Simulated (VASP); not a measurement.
# Mg8HO8 (a cell with a defect) in VASP: notebook, part 2 of 2

VASP 6.6.1.

## 3. Single point, PBE+D3(BJ), collinear spin

INCAR

```
SYSTEM = Mg8HO8
PREC = Accurate
ENCUT = 520
EDIFF = 1E-6
ISMEAR = 0
SIGMA = 0.05
LREAL = .False.
LASPH = .True.
NELM = 200
ALGO = Normal
ISIF = 2
LWAVE = .False.
LCHARG = .False.
ISPIN = 2
MAGMOM = 0 0 0 0 0 0 0 0 0.09 0.09 0 0.09 0 0.09 0 0 0.4
LORBIT = 11
GGA = PE
IVDW = 12
NBANDS = 50
GGA_COMPAT = .False.
```

KPOINTS

```
Automatic mesh
0
Gamma
  3 3 3
  0 0 0
```

POSCAR

```
Mg8HO8
1.0
    0.0000000000      3.8510000000      3.8510000000
    3.8510000000      0.0000000000      3.8510000000
    3.8510000000      3.8510000000      0.0000000000
Mg O H
8 8 1
Direct
    0.0016019216     -0.0169628668      0.0132962867
   -0.0025498572      0.0033615944      0.5023023890
   -0.0002896650      0.4967225396     -0.0043371851
    0.0016021813      0.5143663983      0.4819662425
    0.4984407946     -0.0030159699      0.0056674890
    0.4964183329      0.0033619839      0.5023030382
    0.5074370293      0.4967221501     -0.0043375747
    0.4984417035      0.5067294209      0.4959202804
    0.2472189042      0.2535759543      0.2515190860
    0.2756256816      0.2463553622      0.7452930408
    0.2521308751      0.7513131654      0.2502479875
    0.2472195534      0.7525773825      0.7525160997
    0.7485472605      0.2476931966      0.2547451311
    0.7322562971      0.2463539340      0.7452916126
    0.7458430278      0.7513135549      0.2502483770
    0.7485466113      0.7558060244      0.7466336017
   -0.0636168528      0.3139100234      0.8128365360
```

Potentials or basis: VASP PAW PBE potentials, release 64 (Mg, O, H).

Run with:

```sh
$ cat potpaw_PBE.64/Mg/POTCAR potpaw_PBE.64/O/POTCAR potpaw_PBE.64/H/POTCAR > POTCAR
$ mpirun -np 1 vasp_std > vasp.out
```

OUTCAR:

```text
SYSTEM = Mg8HO8
   PREC = Accurate
   ENCUT = 520
   EDIFF = 1E-6
   ISMEAR = 0
   LREAL = .False.
   LASPH = .True.
   NELM = 200
   ISIF = 2
   ISPIN = 2
   LORBIT = 11
   GGA = PE
   IVDW = 12
 IVDW          = 12

 ion  position               nearest neighbor table
   1  0.002  0.983  0.013-  17 1.53  11 1.88  15 1.88  12 1.89  13 1.95  10 2.07  14 2.07   4 2.55
                             7 2.70   3 2.70   2 2.71   6 2.71   5 2.72   5 2.72   6 2.74   2 2.74
   2  0.997  0.003  0.502-  14 1.88  16 1.91  13 1.91   9 1.93  12 1.93  11 1.94   4 2.71   1 2.71
                             8 2.72   5 2.72   6 2.72   3 2.72   3 2.72   6 2.73   5 2.73   8 2.73
   3  1.000  0.497  0.996-  13 1.93  16 1.93  10 1.93  12 1.94   9 1.94  17 1.94  15 1.96   7 2.68
                             4 2.70   1 2.70   5 2.72   8 2.72   2 2.72   2 2.72   8 2.73   5 2.73
   4  0.002  0.514  0.482-  17 1.53  11 1.88  15 1.88   9 1.89  16 1.95  10 2.07  14 2.07   1 2.55
                             7 2.70   3 2.70   2 2.71   6 2.71   8 2.72   8 2.72   6 2.74   2 2.74
   5  0.498  0.997  0.006-  14 1.86  10 1.86  11 1.89  15 1.89  16 1.93   9 1.94   8 2.67   2 2.72
                             6 2.72   7 2.72   3 2.72   1 2.72   1 2.72   3 2.73   7 2.73   6 2.73
   6  0.496  0.003  0.502-  10 1.88  16 1.91  13 1.91   9 1.93  12 1.93  15 1.94   4 2.71   1 2.71
                             8 2.72   5 2.72   2 2.72   7 2.72   7 2.72   2 2.73   5 2.73   8 2.73
   7  0.507  0.497  0.996-  13 1.93  16 1.93  14 1.93  12 1.94   9 1.94  17 1.94  11 1.96   3 2.68
                             4 2.70   1 2.70   5 2.72   8 2.72   6 2.72   6 2.72   8 2.73   5 2.73
   8  0.498  0.507  0.496-  14 1.86  10 1.86  11 1.89  15 1.89  13 1.93  12 1.94   5 2.67   2 2.72
                             6 2.72   7 2.72   3 2.72   4 2.72   4 2.72   3 2.73   7 2.73   6 2.73
   9  0.247  0.254  0.252-   4 1.89   2 1.93   6 1.93   5 1.94   7 1.94   3 1.94
  10  0.276  0.246  0.745-   5 1.86   8 1.86   6 1.88   3 1.93   1 2.07   4 2.07
  11  0.252  0.751  0.250-   4 1.88   1 1.88   5 1.89   8 1.89   2 1.94   7 1.96
  12  0.247  0.753  0.753-   1 1.89   2 1.93   6 1.93   8 1.94   7 1.94   3 1.94
  13  0.749  0.248  0.255-   2 1.91   6 1.91   3 1.93   7 1.93   8 1.93   1 1.95
  14  0.732  0.246  0.745-   5 1.86   8 1.86   2 1.88   7 1.93   1 2.07   4 2.07
  15  0.746  0.751  0.250-   4 1.88   1 1.88   5 1.89   8 1.89   6 1.94   3 1.96
  16  0.749  0.756  0.747-   6 1.91   2 1.91   3 1.93   7 1.93   5 1.93   4 1.95
  17  0.936  0.314  0.813-   4 1.53   1 1.53   7 1.94   3 1.94

  LATTYP: Found a face centered cubic cell.
 ALAT       =     7.7020000000

[... 1544 lines left out ...]

 Edisp (eV)   -6.42991

 E8    (eV) :    -2.5031

  FORCE on cell =-STRESS in cart. coord.  units (eV):
  Direction    XX          YY          ZZ          XY          YZ          ZX
  --------------------------------------------------------------------------------------
  -------------------------------------------------------------------------------------
  Total      56.87057    63.75365    63.75363    -0.00005    -0.13611     0.00014
  in kB     797.71478   894.26264   894.26234    -0.00075    -1.90919     0.00203
  external pressure =      862.08 kB  Pullay stress =        0.00 kB

 VOLUME and BASIS-vectors are now :
 -----------------------------------------------------------------------------
  energy-cutoff  :      520.00
  volume of cell :      114.22
      direct lattice vectors                 reciprocal lattice vectors
     0.000000000  3.851000000  3.851000000    -0.129836406  0.129836406  0.129836406
     3.851000000  0.000000000  3.851000000     0.129836406 -0.129836406  0.129836406
     3.851000000  3.851000000  0.000000000     0.129836406  0.129836406 -0.129836406

 POSITION                                       TOTAL-FORCE (eV/Angst)
 -----------------------------------------------------------------------------------
      3.83688      0.05737      3.79185        -0.192691     -0.122766      0.122670
      1.94731      5.77555      3.85413        -0.184047     -0.026688     -0.026590
      5.74718      7.68418      5.76276        -0.129679     -0.026862     -0.026756
      3.83688      1.86222      1.98700        -0.192641      0.122945     -0.123018
      3.86121      1.94132      5.75888        -0.091125     -0.019963      0.019950
      1.94732      3.84608      1.92465        -0.184073      0.026606      0.026724
[... 9 lines left out ...]
      5.78590      5.75794      5.79326        -0.019934     -0.055866      0.055875
      4.33910      6.73625      4.81488         2.234411      0.000231     -0.000057
 -----------------------------------------------------------------------------------
    total drift:                                0.000701     -0.000062     -0.000017

  FREE ENERGIE OF THE ION-ELECTRON SYSTEM (eV)
  ---------------------------------------------------
  free  energy   TOTEN  =       -90.7189220152 eV

  energy  without entropy=      -90.7178498468  energy(sigma->0) =      -90.71838593

 total charge

# of ion       s       p       d       tot
------------------------------------------
    1        0.206   0.305   0.168   0.679
    2        0.201   0.298   0.161   0.659
    3        0.194   0.284   0.153   0.631
    4        0.206   0.305   0.168   0.679
    5        0.206   0.311   0.171   0.688
    6        0.201   0.298   0.161   0.659
[... 9 lines left out ...]
   16        1.559   3.732   0.000   5.291
   17        0.638   0.034   0.000   0.673
--------------------------------------------------
tot         14.738  32.289   1.305  48.331

 magnetization (x)

# of ion       s       p       d       tot
------------------------------------------
    1        0.003   0.008   0.011   0.023
    2       -0.000   0.000   0.001   0.001
    3       -0.001  -0.000   0.002   0.001
    4        0.003   0.008   0.011   0.023
    5        0.001   0.002   0.003   0.006
    6       -0.000   0.000   0.001   0.001
[... 9 lines left out ...]
   16        0.004   0.034   0.000   0.038
   17        0.283   0.003   0.000   0.285
--------------------------------------------------
tot          0.331   0.364   0.034   0.729
```

stdout:

```text
POSCAR found type information on POSCAR MgO H
 POSCAR found :  3 types and      17 ions
 scaLAPACK will be used
 -----------------------------------------------------------------------------
|                                                                             |
|                                                                             |
|     You have a (more or less) 'large supercell' and for larger cells it     |
|     might be more efficient to use real-space projection operators.         |
|     Therefore, try LREAL= Auto in the INCAR file.                           |
|     Mind: For very accurate calculation, you might also keep the            |
|     reciprocal projection scheme (i.e. LREAL=.FALSE.).                      |
|                                                                             |
 -----------------------------------------------------------------------------

 LDA part: xc-table for (Slater+PW92), standard interpolation
 POSCAR, INCAR and KPOINTS ok, starting setup
 FFT: planning ... GRIDC
 FFT: planning ... GRID_SOFT
 FFT: planning ... GRID
 WAVECAR not read
 entering main loop
```

Wall time 4.4 min (1 thread of Intel Xeon Platinum 8259CL at 2.50GHz (Skylake/Cascade Lake), shared host); peak memory 0.41 GiB.

What came out:

* Free energy: -90.7189 eV
* Pressure: 86.2 GPa
* Largest force: 2.234 eV/Å
* Net moment: 0.93 μB per cell
* Site moments: Mg +0.02, +0.00, +0.01; O -0.00, +0.15, +0.04; H +0.28 μB
* Valence electrons inside the program's atomic spheres: Mg 0.68, 0.66, 0.63, 0.69; O 5.29, 5.28, 5.31; H 0.67
* Dispersion energy per atom: -0.378 eV

Forces in eV/Å, atoms in the order of the input:
```
Mg  -0.193 -0.123  0.123
Mg  -0.184 -0.027 -0.027
Mg  -0.130 -0.027 -0.027
Mg  -0.193  0.123 -0.123
Mg  -0.091 -0.020  0.020
Mg  -0.184  0.027  0.027
Mg  -0.130  0.027  0.027
Mg  -0.091  0.020 -0.020
O   -0.131  0.010 -0.010
O   -0.259 -0.163 -0.163
O   -0.110 -0.008 -0.008
O   -0.131 -0.010  0.010
O   -0.020  0.056 -0.056
O   -0.259  0.163  0.163
O   -0.110  0.008  0.008
O   -0.020 -0.056  0.056
H    2.234  0.000  0.000
```

Caveat: the k points lie up to 0.47 Å⁻¹ apart.
